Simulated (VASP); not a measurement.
Wanted: the native input for a VASP 6.6.1 run.

- Task: relaxation of cell and atoms
- Functional: PBE
- Potentials or basis: VASP PAW PBE potentials, release 64 (Tl_d, Pb_d)
- Cutoff: 600 eV
- k mesh: 10 × 10 × 10
- Occupations: gaussian, width 0.1 eV
- Spin: no spin polarisation
- Dipole correction: no
- Further INCAR settings: ALGO = Normal; EDIFF = 1e-06; IBRION = 2; EDIFFG = -0.01; NSW = 100; ISIF = 3

The structure of Tl2Pb lies in POSCAR:

```
Tl2Pb
1.0
    0.0000000000      3.8747052500      3.8747052500
    3.8747052500      0.0000000000      3.8747052500
    3.8747052500      3.8747052500      0.0000000000
Tl Pb
2 1
Direct
    0.2500000000      0.2500000000      0.2500000000
    0.7500000000      0.7500000000      0.7500000000
    0.0000000000      0.0000000000      0.0000000000
```

The input as run:

INCAR

```
ALGO = Normal
EDIFF = 1E-6
EDIFFG = -0.01
ENCUT = 600
GGA = PE
IBRION = 2
ISIF = 3
ISMEAR = 0
LASPH = T
LCHARG = F
LREAL = F
LWAVE = F
NELM = 100
NSW = 100
PREC = Accurate
SIGMA = 0.1
```

KPOINTS

```
k-points
0
Gamma
  10 10 10
```

Potentials or basis: VASP PAW PBE potentials, release 64 (Tl_d, Pb_d).

Launch:

```sh
$ cat potpaw_PBE.64/Tl_d/POTCAR potpaw_PBE.64/Pb_d/POTCAR > POTCAR
$ mpirun -np 1 vasp_std > vasp.out
```

Results of the run:

The relaxed volume is 36.46 Å³/atom and the relaxed cell is a = 5.368 Å, b = 5.368 Å, c = 5.368 Å, α = 60.00°, β = 60.00°, γ = 60.00°. The space group after relaxing (to 0.05 Å) is Fm-3m (No. 225). The energy gained by relaxing is 10.6 meV/atom, the ionic steps are 3 and the pressure after relaxing is 0.0 GPa. The band gap on the k mesh is zero (band 20 reaches 5.09 eV, above the bottom of band 21 at 4.54 eV).

Caveat: spin-orbit coupling is left out, which moves the levels of the heavy elements.

It took 5.9 min on 1 thread of Intel(R) Xeon(R) Platinum 8259CL CPU @ 2.50GHz (Skylake/Cascade Lake) (shared host), peak memory 0.44 GiB.
